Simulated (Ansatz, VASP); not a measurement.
Two plane-wave programs on HPt6

File INCAR:

```
SYSTEM = HPt6
PREC = Accurate
ENCUT = 520
EDIFF = 1E-7
ISMEAR = 0
SIGMA = 0.1
LREAL = .FALSE.
LASPH = .TRUE.
NELM = 80
ALGO = Normal
ISIF = 2
LWAVE = .FALSE.
LCHARG = .FALSE.
LDIPOL = .TRUE.
IDIPOL = 3
DIPOL = 0.5 0.5 0.312
GGA = PE
NBANDS = 74
```

Contents of KPOINTS:

```
Automatic mesh
0
G
  6 6 1
  0 0 0
```

The input POSCAR:

```
HPt6
1.0
    5.6145835605      0.0000000000      0.0000000000
   -2.8072917802      4.8623719950      0.0000000000
    0.0000000000      0.0000000000     22.6197373747
Pt H
12 2
Direct
    0.3333333333      0.1666666667      0.1768367127
    0.3333333333      0.6666666667      0.1768367127
    0.8333333333      0.1666666667      0.1768367127
    0.8333333333      0.6666666667      0.1768367127
    0.1666666667      0.3333333333      0.2789580515
    0.1666666667      0.8333333333      0.2789580515
    0.6666666667      0.3333333333      0.2789580515
    0.6666666667      0.8333333333      0.2789580515
    0.0000000000      0.0000000000      0.3810715055
    0.0000000000      0.5000000000      0.3810715055
    0.5000000000      0.0000000000      0.3810715055
    0.5000000000      0.5000000000      0.3810715055
    0.2165800971      0.4331601942      0.5136990400
    0.2834199029      0.5668398058      0.5136990400
```

Input for Ansatz:

```yaml
crystal:
  lattice:
    - [5.6145835605, 0.0, 0.0]
    - [-2.8072917802, 4.862371995, 0.0]
    - [0.0, 0.0, 22.6197373747]
  atoms:
    - { symbol: Pt, position: [0.3333333333, 0.1666666667, 0.1768367127] }
    - { symbol: Pt, position: [0.3333333333, 0.6666666667, 0.1768367127] }
    - { symbol: Pt, position: [0.8333333333, 0.1666666667, 0.1768367127] }
    - { symbol: Pt, position: [0.8333333333, 0.6666666667, 0.1768367127] }
    - { symbol: Pt, position: [0.1666666667, 0.3333333333, 0.2789580515] }
    - { symbol: Pt, position: [0.1666666667, 0.8333333333, 0.2789580515] }
    - { symbol: Pt, position: [0.6666666667, 0.3333333333, 0.2789580515] }
    - { symbol: Pt, position: [0.6666666667, 0.8333333333, 0.2789580515] }
    - { symbol: Pt, position: [0.0, 0.0, 0.3810715055] }
    - { symbol: Pt, position: [0.0, 0.5, 0.3810715055] }
    - { symbol: Pt, position: [0.5, 0.0, 0.3810715055] }
    - { symbol: Pt, position: [0.5, 0.5, 0.3810715055] }
    - { symbol: H, position: [0.2165800971, 0.4331601942, 0.51369904] }
    - { symbol: H, position: [0.2834199029, 0.5668398058, 0.51369904] }
basis:
  ecutwfc: 420
kpoints:
  mp_grid: { grid: [6, 6, 1] }
hamiltonian:
  xc: pbe
scf:
  occupations: { method: gaussian, width: 0.1 }
output:
  forces: true
  eigenvalues: true
efield:
  axis: 3
  dipole_correction: true
  ramp_width: 0.04
```

Alike in both runs: task single point; functional PBE; k mesh 6 × 6 × 1; occupations gaussian, width 0.1 eV; no spin polarisation.

|  | VASP | Ansatz |
| --- | --- | --- |
| version | VASP 6.6.1 | Ansatz 0.2.0 |
| potentials or method | VASP PAW PBE potentials, release 64 (Pt, H), cutoff 520 eV | scalar-relativistic, plane waves, PAW |
| valence electrons in the cell | 122 | 218 |

VASP gave:

| Quantity | Value |
| --- | --- |
| gap on the k mesh at the Fermi level (eV) | none |
| rms of the force components (eV/Å) | 1.073 |

**Question.** Which values does Ansatz return?

**Answer.** gap on the k mesh at the Fermi level (eV): none; rms of the force components (eV/Å): 1.065.

Atom by atom the forces differ by 0.012 eV/Å (rms over components). A gap of «none» marks a metal or a gap that the smearing closes. VASP's potentials hold 122 valence electrons a cell and Ansatz's 218, so a difference there can come from the potentials and not from the codes.

Neither program's run includes spin-orbit coupling.
